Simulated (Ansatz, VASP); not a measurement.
## Two plane-wave programs on NaCl

Contents of INCAR:

```
PREC     = Accurate       # precision mode
ENCUT    = 520            # plane-wave cutoff, eV
EDIFF    = 1E-6           # SCF threshold, eV
ISMEAR   = 0              # smearing method
SIGMA    = 0.05           # smearing width, eV
LREAL    = False          # projectors in reciprocal space
LASPH    = True           # aspherical terms in the spheres
NELM     = 60             # most SCF steps
ALGO     = Normal         # electronic algorithm
ISIF     = 2              # what is computed and relaxed
LWAVE    = False          # write WAVECAR
LCHARG   = False          # write CHGCAR
GGA      = PS             # functional
NBANDS   = 14             # bands
```

KPOINTS

```
regular mesh
0
Gamma
  8 8 8
```

File POSCAR:

```
NaCl
1.0
    0.0000000000      2.6002402604      2.6002402604
    2.6002402604      0.0000000000      2.6002402604
    2.6002402604      2.6002402604      0.0000000000
Na Cl
1 1
Direct
    0.0000000000      0.0000000000      0.0000000000
    0.5000000000      0.5000000000      0.5000000000
```

Input for Ansatz:

```yaml
crystal:
  lattice:
    - [0.0, 2.6002402604, 2.6002402604]
    - [2.6002402604, 0.0, 2.6002402604]
    - [2.6002402604, 2.6002402604, 0.0]
  atoms:
    - { symbol: Na, position: [0.0, 0.0, 0.0] }
    - { symbol: Cl, position: [0.5, 0.5, 0.5] }
basis:
  ecutwfc: 420
  ecutrho_ratio: 4
kpoints:
  mp_grid: { grid: [8, 8, 8] }
hamiltonian:
  xc: pbesol
scf:
  occupations: { method: gaussian, width: 0.05 }
output:
  forces: true
  stress: true
  eigenvalues: true
```

Alike in both runs: task single point; functional PBEsol; k mesh 8 × 8 × 8; occupations gaussian, width 0.05 eV; no spin polarisation.

```csv
,VASP,Ansatz
version,VASP 6.6.1,Ansatz 0.2.0
potentials or method,"VASP PAW PBE potentials, release 64 (Na_pv, Cl), cutoff 520 eV","scalar-relativistic, plane waves, PAW"
valence electrons in the cell,14,16
```

```csv
,VASP,Ansatz,Ansatz less VASP
gap on the k mesh at the Fermi level (eV),6.01,6.01,+0.005
least direct gap on the mesh (eV),6.01,6.01,+0.005
pressure (GPa),9.9,9.8,-0.13
```

VASP's potentials were made for PBE, not for PBEsol. The functional is the same, so the differences come from potentials, cutoffs and numerics. VASP's potentials hold 14 valence electrons a cell and Ansatz's 16, so a difference there can come from the potentials and not from the codes.
